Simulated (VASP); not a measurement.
# Ge in VASP: further runs

The runs below take Ge through relaxation of cell and atoms, single point, with PBE.

Everything below comes from runs of VASP 6.6.1. Logs are shortened: lines on timing, memory, paths and dates and some standing lists are left out, and cuts for length are marked.

## (1) The cell of the first run

Symmetry: C2/c, No. 15, monoclinic system. Conventional cell: a = 5.440 Å, b = 13.516 Å, c = 4.068 Å, α = 90.00°, β = 104.68°, γ = 90.00°. Within 3.3 Å of Ge (site symmetry 1) lie 4 Ge at 2.48 to 2.54 Å. Within 3.3 Å of Ge (site symmetry 2) lie 4 Ge at 2.48 to 2.51 Å.

## (2) Relaxation of cell and atoms, PBE

The input, INCAR:

```
PREC = Accurate
ENCUT = 600
EDIFF = 1E-6
ISMEAR = 0
SIGMA = 0.1
LREAL = F
LASPH = T
NELM = 100
ALGO = Normal
ISIF = 3
LWAVE = F
LCHARG = F
GGA = PE
IBRION = 2
NSW = 90
EDIFFG = -0.04
```

The input, KPOINTS:

```
Automatic mesh
0
Gamma
  4 4 4
```

The input, POSCAR:

```
Ge
1.0
    2.7199597826     -6.7581804041      0.0000000000
    2.7199597826      6.7581804041      0.0000000000
   -1.0310440034      0.0000000000      3.9354121700
Ge
6
Direct
    0.1908288429      0.5318934363      0.4563324935
    0.8091711571      0.4681065637      0.5436675065
    0.5318934363      0.1908288429      0.9563324935
    0.4681065637      0.8091711571      0.0436675065
    0.9474850811      0.0525149189      0.2500000000
    0.0525149189      0.9474850811      0.7500000000
```

Potentials or basis: VASP PAW PBE potentials, release 64 (Ge_d).

Run with:

```
$ cat potpaw_PBE.64/Ge_d/POTCAR > POTCAR
$ mpirun -np 1 vasp_std > vasp.out
```

OUTCAR:

```text
PREC = Accurate
   ENCUT = 600
   EDIFF = 1E-6
   ISMEAR = 0
   LREAL = F
   LASPH = T
   NELM = 100
   ISIF = 3
   GGA = PE
   IBRION = 2
   NSW = 90
   EDIFFG = -0.04

 ion  position               nearest neighbor table
   1  0.191  0.532  0.456-   4 2.48   5 2.51   4 2.53   2 2.54
   2  0.809  0.468  0.544-   3 2.48   6 2.51   3 2.53   1 2.54
   3  0.532  0.191  0.956-   2 2.48   6 2.51   2 2.53   4 2.54
   4  0.468  0.809  0.044-   1 2.48   5 2.51   1 2.53   3 2.54
   5  0.947  0.053  0.250-   6 2.48   6 2.48   1 2.51   4 2.51
   6  0.053  0.947  0.750-   5 2.48   5 2.48   2 2.51   3 2.51

  LATTYP: Found a base centered monoclinic cell.
 ALAT       =     5.4399195652
 B/A-ratio  =     2.4846618863
 C/A-ratio  =     0.7478480274
 COS(beta)  =    -0.2534377884

  Lattice vectors:

 A1 = (   2.7199597826,  -6.7581804041,   0.0000000000)
 A2 = (   2.7199597826,   6.7581804041,   0.0000000000)
 A3 = (  -1.0310440034,   0.0000000000,   3.9354121700)

Analysis of symmetry for initial positions (statically):
=====================================================================
 Subroutine PRICEL returns:
 Original cell was already a primitive cell.

 Routine SETGRP: Setting up the symmetry group for a
 base centered monoclinic supercell.

 Subroutine GETGRP returns: Found  4 space group operations
 (whereof  2 operations were pure point group operations)
 out of a pool of  4 trial point group operations.

The static configuration has the point symmetry S_2 .
 The point group associated with its full space group is C_2h.

Analysis of symmetry for dynamics (positions and initial velocities):
=====================================================================
 Subroutine PRICEL returns:
 Original cell was already a primitive cell.

 Routine SETGRP: Setting up the symmetry group for a
 base centered monoclinic supercell.

 Subroutine GETGRP returns: Found  4 space group operations
 (whereof  2 operations were pure point group operations)
 out of a pool of  4 trial point group operations.

The dynamic configuration has the point symmetry S_2 .
 The point group associated with its full space group is C_2h.

 Subroutine INISYM returns: Found  4 space group operations
 (whereof  2 operations are pure point group operations),
 and found     1 'primitive' translations

----------------------------------------------------------------------------------------

                                     Primitive cell

  volume of cell :     144.6813

  direct lattice vectors                    reciprocal lattice vectors
     2.719959783 -6.758180404  0.000000000     0.183826247 -0.073984411  0.048160889
     2.719959783  6.758180404  0.000000000     0.183826247  0.073984411  0.048160889
    -1.031044003  0.000000000  3.935412170     0.000000000  0.000000000  0.254102990

  length of vectors
     7.284997158  7.284997158  4.068233116     0.203924627  0.203924627  0.254102990

  position of ions in fractional coordinates (direct lattice)
     0.190828843  0.531893436  0.456332493
     0.809171157  0.468106564  0.543667507
     0.531893436  0.190828843  0.956332493
     0.468106564  0.809171157  0.043667507
     0.947485081  0.052514919  0.250000000
     0.052514919  0.947485081  0.750000000

  ion indices of the primitive-cell ions
   primitive index   ion index
                 1           1
                 2           2
                 3           3
                 4           4
                 5           5
                 6           6

----------------------------------------------------------------------------------------
[... 79 lines left out ...]
   PSTRESS=    0.0 pullay stress
   NELECT =      84.0000    total number of electrons
   NUPDOWN=      -1.0000    fix difference up-down
   EMIN   =  10.00;   EMAX   =-10.00  energy-range for DOS
   EFERMI =   0.00;   METHOD = LEGACY
   ISMEAR =     0;   SIGMA  =   0.10  broadening in eV -4-tet -1-fermi 0-gaus
   EFERMI_NEDOS =   21; number of points for ismear=-14 and -15
   IALGO  =     38    algorithm
   IMIX   =      4    mixing-type and parameters
     AMIX     =   0.40;   BMIX     =  1.00
     AMIX_MAG =   1.60;   BMIX_MAG =  1.00
  volume/ion in A,a.u.               =      24.11       162.73
  Fermi-wavevector in a.u.,A,eV,Ry     =   1.365727  2.580849 25.377711  1.865209
  Thomas-Fermi vector in A             =   2.491930
   LORBIT       =      0    0 simple, 1 ext, 2 COOP (PROOUT), +10 PAW based schemes
   GGA     = PE    functional components
   LHFCALC =     F    Hartree Fock is set to
   AEXX    =    0.0000 exact exchange contribution
   IVDW    =     0    specifies the selected vdW correction
   LEPSILON=     F    determine dielectric tensor
   LRPA    =     F    only Hartree local field effects (RPA)
 conjugate gradient relaxation of ions
 non-spin polarized calculation
 Gauss-broadening in eV      SIGMA  =   0.10
  energy-cutoff  :      600.00
  volume of cell :      144.68
 maximum number of plane-waves:      4852
 NGX is ok and might be reduce to    60

--------------------------------------- Ionic step        1  -------------------------------------------

 number of electron      84.0000010 magnetization

 Free energy of the ion-electron system (eV)
  ---------------------------------------------------
  ext. energy  EPLUGINS =         0.00000000
  ---------------------------------------------------
  free energy    TOTEN  =       -26.47890524 eV

  energy without entropy =      -26.47890501  energy(sigma->0) =      -26.47890512

------------------------ aborting loop because EDIFF is reached ----------------------------------------

  FORCE on cell =-STRESS in cart. coord.  units (eV):
  Direction    XX          YY          ZZ          XY          YZ          ZX
  --------------------------------------------------------------------------------------
  -------------------------------------------------------------------------------------
  Total        0.0108054     -0.0742254      0.0141079      0.0000000      0.0000000     -0.0847774
  in kB        0.1196568     -0.8219603      0.1562285      0.0000000      0.0000000     -0.9388115
  external PRESSURE =      -0.1820250 kB  Pullay stress =       0.0000000 kB

 VOLUME and BASIS-vectors are now :
 -----------------------------------------------------------------------------
  energy-cutoff  :      600.00
  volume of cell :      144.68
      direct lattice vectors                 reciprocal lattice vectors
     2.719959783 -6.758180404  0.000000000     0.183826247 -0.073984411  0.048160889
     2.719959783  6.758180404  0.000000000     0.183826247  0.073984411  0.048160889
    -1.031044003  0.000000000  3.935412170     0.000000000  0.000000000  0.254102990

 POSITION                                       TOTAL-FORCE (eV/Angst)
 -----------------------------------------------------------------------------------
      1.49528      2.30498      1.79586         0.001306      0.034909     -0.023261
      2.91360     -2.30498      2.13956        -0.001306     -0.034909      0.023261
      0.97975     -2.30498      3.76356         0.001306     -0.034909     -0.023261
      3.42912      2.30498      0.17185        -0.001306      0.034909      0.023261
      2.46220     -6.04837      0.98385        -0.000000      0.065237     -0.000000
      1.94668      6.04837      2.95156         0.000000     -0.065237      0.000000
 -----------------------------------------------------------------------------------
    total drift:                                0.000000     -0.000000      0.000000

  FREE ENERGIE OF THE ION-ELECTRON SYSTEM (eV)
  ---------------------------------------------------
  free  energy   TOTEN  =       -26.4789052364 eV

  energy  without entropy=      -26.4789050118  energy(sigma->0) =      -26.47890512

--------------------------------------- Ionic step        2  -------------------------------------------

 number of electron      84.0000007 magnetization

 Free energy of the ion-electron system (eV)
  ---------------------------------------------------
  ext. energy  EPLUGINS =         0.00000000
  ---------------------------------------------------
  free energy    TOTEN  =       -26.47951439 eV

  energy without entropy =      -26.47951422  energy(sigma->0) =      -26.47951430

 E-fermi :   4.2976     XC(G=0):  -9.6329

 val. band max:        3.9794316807   @ k =   0.5000   0.0000   0.0000
 cond. band min:       4.6024627675   @ k =   0.0000   0.0000   0.0000
 fundamental gap:      0.6230310868
 Fermi energy:         4.2976345046

 k-point     1 :       0.0000    0.0000    0.0000
  band No.  band energies     occupation
      1     -20.4424      2.00000
      2     -20.4067      2.00000
      3     -20.4065      2.00000
      4     -20.3947      2.00000
      5     -20.3853      2.00000
      6     -20.3775      2.00000
[... 1261 lines left out ...]
     49       8.7027      0.00000
     50       8.7027      0.00000

------------------------ aborting loop because EDIFF is reached ----------------------------------------

  FORCE on cell =-STRESS in cart. coord.  units (eV):
  Direction    XX          YY          ZZ          XY          YZ          ZX
  --------------------------------------------------------------------------------------
  -------------------------------------------------------------------------------------
  Total        0.0340881     -0.0202479     -0.0943770      0.0000000      0.0000000     -0.0003374
  in kB        0.3776359     -0.2243114     -1.0455307      0.0000000      0.0000000     -0.0037374
  external PRESSURE =      -0.2974021 kB  Pullay stress =       0.0000000 kB

 VOLUME and BASIS-vectors are now :
 -----------------------------------------------------------------------------
  energy-cutoff  :      600.00
  volume of cell :      144.62
      direct lattice vectors                 reciprocal lattice vectors
     2.720196092 -6.754147086 -0.001854056     0.183843186 -0.074028592  0.048280730
     2.720196092  6.754147086 -0.001854056     0.183843186  0.074028592  0.048280730
    -1.033816162  0.000000000  3.936561387     0.000173174  0.000000000  0.254074288

 POSITION                                       TOTAL-FORCE (eV/Angst)
 -----------------------------------------------------------------------------------
      1.49425      2.30528      1.79392         0.015862      0.023875     -0.007802
      2.91233     -2.30528      2.13893        -0.015862     -0.023875      0.007802
      0.97734     -2.30528      3.76220         0.015862     -0.023875     -0.007802
      3.42924      2.30528      0.17065        -0.015862      0.023875      0.007802
      2.46174     -6.04161      0.98229         0.000000      0.008266      0.000000
      1.94483      6.04161      2.95057        -0.000000     -0.008266      0.000000
 -----------------------------------------------------------------------------------
    total drift:                                0.000000      0.000000     -0.000000

  FREE ENERGIE OF THE ION-ELECTRON SYSTEM (eV)
  ---------------------------------------------------
  free  energy   TOTEN  =       -26.4795143876 eV

  energy  without entropy=      -26.4795142193  energy(sigma->0) =      -26.47951430

 reached required accuracy - stopping structural energy minimisation
```

Wall time 4.7 min (1 thread of Intel Xeon Platinum 8488C (Sapphire Rapids), shared host); peak memory 0.42 GiB.

Results:

```
Free energy                            : -26.4795 eV
Relaxed volume                         : 24.10 Å³/atom
Relaxed cell                           : a = 7.281 Å, b = 7.281 Å, c = 4.070 Å, α = 95.46°, β = 95.46°, γ = 136.13°
Space group after relaxing (to 0.05 Å) : C2/c (No. 15)
Energy gained by relaxing              : 0.1 meV/atom
Ionic steps                            : 2
Pressure after relaxing                : 0.0 GPa
Largest force after relaxing           : 0.030 eV/Å
Band gap on the k mesh                 : 0.62 eV, indirect (least direct gap 0.64 eV)
```

Forces in eV/Å, atoms in the order of the input:
```
Ge   0.016  0.024 -0.008
Ge  -0.016 -0.024  0.008
Ge   0.016 -0.024 -0.008
Ge  -0.016  0.024  0.008
Ge   0.000  0.008  0.000
Ge   0.000 -0.008  0.000
```

Step by step:
```tsv
step	energy change (eV)	largest force (eV/Å)	pressure (GPa)	volume (Å³)
1	0.0000	0.0652	-0.02	144.68
2	-0.0006	0.0297	-0.03	144.62
```

Final structure:
```
Ge
1.0
     2.72020   -6.75415   -0.00185
     2.72020    6.75415   -0.00185
    -1.03382    0.00000    3.93656
Ge
6
Direct
  0.19066 0.53198 0.45605
  0.80934 0.46802 0.54395
  0.53198 0.19066 0.95605
  0.46802 0.80934 0.04395
  0.94725 0.05275 0.25000
  0.05275 0.94725 0.75000
```

Levels at points of the mesh, in eV from the valence-band top:
```tsv
k point	band 39	band 40	band 41	band 42	band 43	band 44	band 45	band 46
(0.00, 0.00, 0.00)	-1.29	-0.90	-0.37	-0.01	0.62	0.69	1.93	2.37
(0.50, 0.00, 0.00)	-1.29	-1.08	-0.29	0.00	0.92	1.30	1.65	2.91
(0.50, 0.50, 0.00)	-1.86	-1.31	-1.27	-0.54	1.19	1.75	1.88	1.91
(0.00, 0.00, 0.50)	-2.44	-2.44	-1.17	-1.17	1.56	1.56	2.49	2.49
(0.50, 0.00, 0.50)	-2.50	-1.99	-1.72	-0.58	0.95	2.12	3.18	3.46
(0.50, 0.50, 0.50)	-2.31	-2.31	-1.70	-1.70	1.24	1.24	2.16	2.16
```

A k mesh can miss the band edges. A hybrid or GW would open this gap; PBE tends to underestimate it.

## (3) Single point, PBE

This run uses another cell than the first one, of the same volume but with other edges.

The input, INCAR:

```
SYSTEM = Ge
  ALGO = Normal
  EDIFF = 1E-6
  ENCUT = 520
  GGA = PE
  ISIF = 2
  ISMEAR = 0
  LASPH = .True.
  LCHARG = .False.
  LREAL = .False.
  LWAVE = .False.
  NBANDS = 51
  NELM = 100
  PREC = Accurate
  SIGMA = 0.1
```

The input, KPOINTS:

```
k-points
0
Gamma
  4 4 4
  0 0 0
```

The input, POSCAR:

```
Ge
1.0
    7.9883031157     -0.1581246979      0.4426545245
   -1.0346527587      5.3334556335     -0.2765312824
   -1.9300933088     -1.2520865256      3.3552257505
Ge
6
Direct
    0.6079688260      0.3805269227     -0.0395354073
    0.2918187037      0.4460344861      0.5534351079
    0.2915167064      0.7230132146      0.1404987214
    0.6084483457      1.1037287215      1.3736090993
   -0.1559964185      0.8605112343      0.4015328577
    0.0555883666     -0.0341412227      0.1125047223
```

Potentials or basis: VASP PAW PBE potentials, release 64 (Ge_d).

Run with:

```
$ cat potpaw_PBE.64/Ge_d/POTCAR > POTCAR
$ mpirun -np 1 vasp_std > vasp.out
```

Run time: 3.7 min. Hardware: 1 thread of Intel Xeon Platinum 8488C (Sapphire Rapids), shared host; peak memory 0.34 GiB.

It converged, with:

```yaml
Free_energy: -26.4787 eV
Pressure: 0.0 GPa
Largest_force: 0.046 eV/Å
Band_gap_on_the_k_mesh: 0.63 eV, indirect (least direct gap 0.64 eV)
```

Forces in eV/Å, atoms in the order of the input:
```
Ge  -0.016  0.015  0.010
Ge   0.014 -0.017 -0.012
Ge  -0.022 -0.034  0.023
Ge   0.016  0.033 -0.025
Ge   0.014 -0.015 -0.005
Ge  -0.006  0.018  0.010
```

Stress tensor (GPa, compression positive):
```
-0.06  0.07  0.02
 0.07  0.06 -0.03
 0.02 -0.03 -0.07
```

Levels at points of the mesh, in eV from the valence-band top:
| k point | band 39 | band 40 | band 41 | band 42 | band 43 | band 44 | band 45 | band 46 |
| --- | --- | --- | --- | --- | --- | --- | --- | --- |
| (0.00, 0.00, 0.00) | -1.27 | -0.89 | -0.37 | -0.01 | 0.63 | 0.69 | 1.94 | 2.37 |
| (0.50, 0.00, 0.00) | -1.86 | -1.32 | -1.24 | -0.53 | 1.20 | 1.75 | 1.88 | 1.93 |
| (0.00, 0.50, 0.00) | -1.29 | -1.10 | -0.28 | 0.00 | 0.94 | 1.30 | 1.65 | 2.91 |
| (0.50, 0.50, 0.00) | -1.28 | -1.07 | -0.29 | 0.00 | 0.93 | 1.30 | 1.66 | 2.90 |
| (0.00, 0.00, 0.50) | -2.31 | -2.31 | -1.71 | -1.68 | 1.23 | 1.25 | 2.15 | 2.16 |
| (0.50, 0.00, 0.50) | -2.43 | -2.43 | -1.18 | -1.17 | 1.55 | 1.57 | 2.47 | 2.53 |
| (0.00, 0.50, 0.50) | -2.50 | -2.00 | -1.73 | -0.57 | 0.95 | 2.11 | 3.19 | 3.47 |
| (0.50, 0.50, 0.50) | -2.49 | -2.00 | -1.70 | -0.58 | 0.95 | 2.13 | 3.16 | 3.49 |

Caveat: the k points lie up to 0.46 Å⁻¹ apart.
